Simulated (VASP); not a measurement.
# Si3P (P4/mmm) in VASP: notebook, part 2 of 2

VASP 6.6.1.

## Step 4: Single point, PBE

Contents of INCAR:

```
SYSTEM = Si3P
ALGO     = Fast           ! electronic algorithm
EDIFF    = 1E-7           ! SCF threshold, eV
ENCUT    = 520            ! plane-wave cutoff, eV
GGA      = PE             ! functional
ISIF     = 2              ! what is computed and relaxed
ISMEAR   = 0              ! smearing method
LASPH    = .True.         ! aspherical terms in the spheres
LCHARG   = .False.        ! write CHGCAR
LREAL    = .False.        ! projectors in reciprocal space
LWAVE    = .False.        ! write WAVECAR
NBANDS   = 16             ! bands
NELM     = 100            ! most SCF steps
PREC     = Accurate       ! precision mode
SIGMA    = 0.1            ! smearing width, eV
```

Contents of KPOINTS:

```
k-points
0
Gamma
  12 12 12
  0 0 0
```

Contents of POSCAR:

```
Si3P
1.0
    4.3283132232      0.0000000000      0.0000000000
    0.0000000000      4.3283132232      0.0000000000
    0.0000000000      0.0000000000      3.0914371605
Si P
3 1
Direct
    0.0000000000      0.5000000000      0.5000000000
    0.5000000000      0.0000000000      0.5000000000
    0.5000000000      0.5000000000      0.0000000000
    0.0000000000      0.0000000000      0.0000000000
```

Started as:

```
cat potpaw_PBE.64/Si/POTCAR potpaw_PBE.64/P/POTCAR > POTCAR
mpirun -np 1 vasp_std > vasp.out
```

Run time: 2.8 min. Hardware: 1 thread of Oxide Virtual Turin-like, shared host; peak memory 0.23 GiB.

Results (log left out):

| Property | Result |
| --- | --- |
| Free energy | -19.5933 eV |
| Pressure | 0.0 GPa |
| Band gap on the k mesh | zero (an odd number of electrons rules out a gap without spin polarisation) |

Levels at points of the mesh, in eV from the Fermi level:
```tsv
k point	band 4	band 5	band 6	band 7	band 8	band 9	band 10	band 11	band 12	band 13
(0.00, 0.00, 0.00)	-6.89	-6.84	-1.41	-1.00	-1.00	-0.06	2.32	2.41	3.79	5.43
(0.50, 0.00, 0.00)	-5.45	-5.19	-4.70	-0.28	1.05	1.34	1.79	3.05	3.41	5.73
(0.50, 0.50, 0.00)	-10.47	0.58	1.56	1.56	2.56	2.77	2.77	2.78	3.03	3.04
(0.00, 0.00, 0.50)	-3.71	-3.71	-3.55	-3.49	-2.89	-2.89	-2.84	1.97	1.97	2.97
(0.50, 0.00, 0.50)	-8.64	-2.86	-2.58	-2.00	-1.88	-1.36	-1.12	-1.10	-1.07	4.25
(0.50, 0.50, 0.50)	-6.94	-6.94	-6.94	-6.94	-6.58	3.69	3.69	5.56	5.66	6.79
```

## Step 5: Single point, PBE

Contents of INCAR:

```
SYSTEM = Si3P
  PREC = Accurate
  ENCUT = 520
  EDIFF = 1E-7
  ISMEAR = 0
  SIGMA = 0.1
  LREAL = .False.
  LASPH = .True.
  NELM = 100
  ALGO = Fast
  ISIF = 2
  LWAVE = .False.
  LCHARG = .True.
  GGA = PE
  LELF = .True.
  LVHAR = .True.
  NBANDS = 16
```

Contents of KPOINTS:

```
regular mesh
0
Gamma
  12 12 16
  0 0 0
```

Contents of POSCAR:

```
Si3P
1.0
    4.3154927446      0.0000000000      0.0000000000
    0.0000000000      4.3154927446      0.0000000000
    0.0000000000      0.0000000000      3.1081957152
Si P
3 1
Direct
    0.0000000000      0.5000000000      0.5000000000
    0.5000000000      0.0000000000      0.5000000000
    0.5000000000      0.5000000000      0.0000000000
    0.0000000000      0.0000000000      0.0000000000
```

Potentials or basis: VASP PAW PBE potentials, release 64 (Si, P).

Started as:

```
cat potpaw_PBE.64/Si/POTCAR potpaw_PBE.64/P/POTCAR > POTCAR
mpirun -np 1 vasp_std > vasp.out
```

OUTCAR:

```text
SYSTEM = Si3P
   PREC = Accurate
   ENCUT = 520
   EDIFF = 1E-7
   ISMEAR = 0
   LREAL = .False.
   LASPH = .True.
   NELM = 100
   ISIF = 2
   GGA = PE

 ion  position               nearest neighbor table
   1  0.000  0.500  0.500-   3 2.66   4 2.66   3 2.66   4 2.66   4 2.66   4 2.66   3 2.66   3 2.66
                             2 3.05   2 3.05   2 3.05   2 3.05
   2  0.500  0.000  0.500-   3 2.66   4 2.66   3 2.66   4 2.66   3 2.66   3 2.66   4 2.66   4 2.66
                             1 3.05   1 3.05   1 3.05   1 3.05
   3  0.500  0.500  0.000-   1 2.66   2 2.66   1 2.66   2 2.66   2 2.66   2 2.66   1 2.66   1 2.66
                             4 3.05   4 3.05   4 3.05   4 3.05
   4  0.000  0.000  0.000-   1 2.66   2 2.66   1 2.66   2 2.66   1 2.66   1 2.66   2 2.66   2 2.66
                             3 3.05   3 3.05   3 3.05   3 3.05

  LATTYP: Found a simple tetragonal cell.
 ALAT       =     4.3154927446
 C/A-ratio  =     0.7202412098

  Lattice vectors:

 A1 = (   4.3154927446,   0.0000000000,   0.0000000000)
 A2 = (   0.0000000000,   4.3154927446,   0.0000000000)
 A3 = (   0.0000000000,   0.0000000000,   3.1081957152)

Analysis of symmetry for initial positions (statically):
=====================================================================
 Subroutine PRICEL returns:
[... 185 lines left out ...]
      1      -4.9848      2.00000
      2       1.5948      2.00000
      3       3.1183      2.00000
      4       3.1183      2.00000
      5       3.2083      2.00000
      6       8.4350      2.00000
[... 433 lines left out ...]
      3      -0.0381      2.00000
      4       1.3497      2.00000
      5       9.2477      2.00000
      6      10.0148      0.48467
[... 8 lines left out ...]
     15      14.8469      0.00000
     16      15.1872      0.00000

 [... further k-points ...]

------------------------ aborting loop because EDIFF is reached ----------------------------------------

  FORCE on cell =-STRESS in cart. coord.  units (eV):
  Direction    XX          YY          ZZ          XY          YZ          ZX
  --------------------------------------------------------------------------------------
  -------------------------------------------------------------------------------------
  Total       -0.0164394     -0.0164394     -0.0228245      0.0000000     -0.0000000      0.0000000
  in kB       -0.4550177     -0.4550177     -0.6317475      0.0000000     -0.0000000      0.0000000
  external PRESSURE =      -0.5139276 kB  Pullay stress =       0.0000000 kB

 VOLUME and BASIS-vectors are now :
 -----------------------------------------------------------------------------
  energy-cutoff  :      520.00
  volume of cell :       57.89
      direct lattice vectors                 reciprocal lattice vectors
     4.315492745  0.000000000  0.000000000     0.231723249  0.000000000  0.000000000
     0.000000000  4.315492745  0.000000000     0.000000000  0.231723249  0.000000000
     0.000000000  0.000000000  3.108195715     0.000000000  0.000000000  0.321730062

 POSITION                                       TOTAL-FORCE (eV/Angst)
 -----------------------------------------------------------------------------------
      0.00000      2.15775      1.55410         0.000000      0.000000      0.000000
      2.15775      0.00000      1.55410         0.000000      0.000000      0.000000
      2.15775      2.15775      0.00000         0.000000      0.000000      0.000000
      0.00000      0.00000      0.00000         0.000000      0.000000      0.000000
 -----------------------------------------------------------------------------------
    total drift:                               -0.000000      0.000000     -0.000000

  FREE ENERGIE OF THE ION-ELECTRON SYSTEM (eV)
  ---------------------------------------------------
  free  energy   TOTEN  =       -19.5886802040 eV

  energy  without entropy=      -19.5801779780  energy(sigma->0) =      -19.58442909
```

It took 4.1 min on 1 thread of Oxide Virtual Turin-like, shared host; peak memory 0.27 GiB.

Results:

* Free energy: -19.5887 eV
* Pressure: -0.1 GPa
* Band gap on the k mesh: zero (an odd number of electrons rules out a gap without spin polarisation)

Levels at points of the mesh, in eV from the Fermi level:
| k point | band 4 | band 5 | band 6 | band 7 | band 8 | band 9 | band 10 | band 11 | band 12 | band 13 |
| --- | --- | --- | --- | --- | --- | --- | --- | --- | --- | --- |
| (0.00, 0.00, 0.00) | -6.85 | -6.76 | -1.53 | -0.90 | -0.90 | -0.06 | 2.34 | 2.47 | 3.73 | 5.36 |
| (0.50, 0.00, 0.00) | -5.40 | -5.10 | -4.64 | -0.38 | 0.94 | 1.42 | 1.84 | 2.99 | 3.31 | 5.67 |
| (0.50, 0.50, 0.00) | -10.42 | 0.50 | 1.65 | 1.65 | 2.53 | 2.67 | 2.67 | 2.69 | 3.15 | 3.16 |
| (0.00, 0.00, 0.50) | -3.71 | -3.71 | -3.49 | -3.46 | -2.88 | -2.88 | -2.78 | 2.04 | 2.04 | 3.04 |
| (0.50, 0.00, 0.50) | -8.65 | -2.81 | -2.57 | -1.95 | -1.83 | -1.31 | -1.09 | -1.08 | -1.05 | 4.32 |
| (0.50, 0.50, 0.50) | -6.94 | -6.94 | -6.93 | -6.93 | -6.56 | 3.76 | 3.76 | 5.64 | 5.74 | 6.86 |
